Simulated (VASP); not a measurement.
Input of a VASP 6.6.1 run:

INCAR

```
SYSTEM = Rh
ALGO = Normal ; EDIFF = 1E-6
ENCUT = 520 ; GGA = PS
ISIF = 2 ; ISMEAR = 0
LASPH = .TRUE. ; LCHARG = .TRUE.
LELF = .TRUE. ; LREAL = .FALSE.
LVHAR = .TRUE. ; LWAVE = .FALSE.
NBANDS = 38 ; NELM = 60
PREC = Accurate ; SIGMA = 0.1
```

The input KPOINTS:

```
k-points
0
G
  6 6 2
  0 0 0
```

The input POSCAR:

```
Rh
1.0
    2.6917446234      0.0000000000      0.0000000000
   -1.3458723117      2.3311192244      0.0000000000
    0.0000000000      0.0000000000      8.7980701300
Rh
4
Direct
    0.0000000000      0.0000000000      0.0000000000
    0.3333333300      0.6666666700      0.2500000000
    0.0000000000      0.0000000000      0.5000000000
    0.6666666700      0.3333333300      0.7500000000
```

Potentials or basis: VASP PAW PBE potentials, release 64 (Rh_pv).

Command:

```bash
$ cat potpaw_PBE.64/Rh_pv/POTCAR > POTCAR
$ mpirun -np 1 vasp_std > vasp.out
```

**Question.** What does it give for the band gap on the k mesh?

**Answer.** Zero (band 30 reaches 12.55 eV, above the bottom of band 31 at 10.53 eV).

**Question.** Estimate the pressure.

**Answer.** -5.1 GPa.

Stress tensor (GPa, compression positive):
```
-3.37  0.00  0.00
 0.00 -3.37  0.00
 0.00  0.00 -8.54
```

Caveat: the k points lie up to 0.45 Å⁻¹ apart; the PAW data sets were made with another functional, which shifts forces and pressure a little.
